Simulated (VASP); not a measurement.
Si5C: relaxation of cell and atoms with PBE

Crystal: Si5C.

```
CELL_PARAMETERS angstrom
3.28303 0.00000 0.00000
0.00000 3.56624 0.00000
0.00000 0.00000 7.36727
ATOMIC_POSITIONS crystal
Si 0.50000 0.50000 0.33653
Si 0.00000 0.00000 0.25152
Si 0.50000 0.50000 0.66347
Si 0.00000 0.00000 0.74848
Si 0.50000 0.50000 0.00000
C 0.00000 0.00000 0.00000
```

The cell was generated, and may not be a known phase.

* Program: VASP 6.6.1
* Task: relaxation of cell and atoms
* Functional: PBE
* Potentials or basis: VASP PAW PBE potentials, release 64 (Si, C)
* Cutoff: 600 eV
* k mesh: 12 × 10 × 6
* Occupations: gaussian, width 0.1 eV
* Spin: no spin polarisation
* Dipole correction: no
* Further INCAR settings: ALGO = Fast; EDIFF = 1e-06; IBRION = 2; EDIFFG = -0.01; NSW = 100; ISIF = 3

```
Relaxed volume                        : 14.42 Å³/atom
Relaxed cell                          : a = 3.358 Å, b = 3.499 Å, c = 7.366 Å, α = 90.00°, β = 90.00°, γ = 90.00°
Space group after relaxing (to 0.1 Å) : Pmmm (No. 47)
Energy gained by relaxing             : 1.9 meV/atom
Ionic steps                           : 12
Pressure after relaxing               : 0.0 GPa
Largest force after relaxing          : 0.009 eV/Å
Band gap on the k mesh                : zero (bands 12 and 13 overlap by 4.23 eV)
```

Forces on the atoms (eV/Å):
```
Si   0.000  0.000 -0.009
Si   0.000  0.000  0.004
Si   0.000  0.000  0.009
Si   0.000  0.000 -0.004
Si   0.000  0.000  0.000
C    0.000  0.000  0.000
```

Stress tensor (GPa, compression positive):
```
 0.05  0.00  0.00
 0.00 -0.02  0.00
 0.00  0.00  0.07
```

The path:
| step | energy change (eV) | largest force (eV/Å) | pressure (GPa) | volume (Å³) |
| --- | --- | --- | --- | --- |
| 1 | 0.0000 | 0.1255 | 0.19 | 86.26 |
| 2 | -0.0057 | 0.0152 | -0.10 | 86.46 |
| 3 | -0.0083 | 0.1145 | -0.40 | 86.69 |
| 4 | -0.0103 | 0.0769 | 0.40 | 86.26 |
| 5 | -0.0103 | 0.0682 | 0.31 | 86.30 |
| 6 | -0.0111 | 0.0430 | 0.01 | 86.48 |
| 7 | -0.0112 | 0.0216 | 0.08 | 86.44 |
| 8 | -0.0113 | 0.0137 | -0.05 | 86.58 |
| 9 | -0.0113 | 0.0114 | -0.09 | 86.62 |
| 10 | -0.0114 | 0.0103 | 0.02 | 86.56 |
| 11 | -0.0114 | 0.0132 | 0.03 | 86.55 |
| 12 | -0.0115 | 0.0094 | 0.03 | 86.55 |

Final structure:
```
CELL_PARAMETERS angstrom
3.35760 0.00000 0.00000
0.00000 3.49929 0.00000
0.00000 0.00000 7.36613
ATOMIC_POSITIONS crystal
Si 0.50000 0.50000 0.33760
Si 0.00000 0.00000 0.25190
Si 0.50000 0.50000 0.66240
Si 0.00000 0.00000 0.74810
Si 0.50000 0.50000 0.00000
C 0.00000 0.00000 0.00000
```

Levels at points of the mesh, in eV from the Fermi level:
```csv
k point,band 9,band 10,band 11,band 12,band 13,band 14,band 15,band 16
"(0.00, 0.00, 0.00)",-1.52,-1.39,-0.81,-0.53,-0.05,1.13,1.77,3.21
"(0.50, 0.00, 0.00)",-1.58,-0.35,-0.12,0.34,0.38,1.46,1.61,1.62
"(0.00, 0.50, 0.00)",-1.72,-0.57,0.47,0.59,0.92,1.94,2.05,2.22
"(0.50, 0.50, 0.00)",-5.06,-5.05,-4.10,-3.99,-1.89,0.91,1.51,3.83
"(0.00, 0.00, 0.50)",-2.15,-1.29,-1.06,0.29,1.04,2.09,2.41,2.61
"(0.50, 0.00, 0.50)",-2.35,0.26,0.39,0.50,0.80,1.02,1.87,2.29
"(0.00, 0.50, 0.50)",-1.95,0.71,0.97,1.09,1.49,1.64,2.26,2.34
"(0.50, 0.50, 0.50)",-4.01,-3.38,-3.24,-2.87,-2.82,-2.70,1.18,1.27
```

It took 17 min on 1 thread of AMD EPYC 9755 128-Core Processor (shared host), peak memory 0.35 GiB.
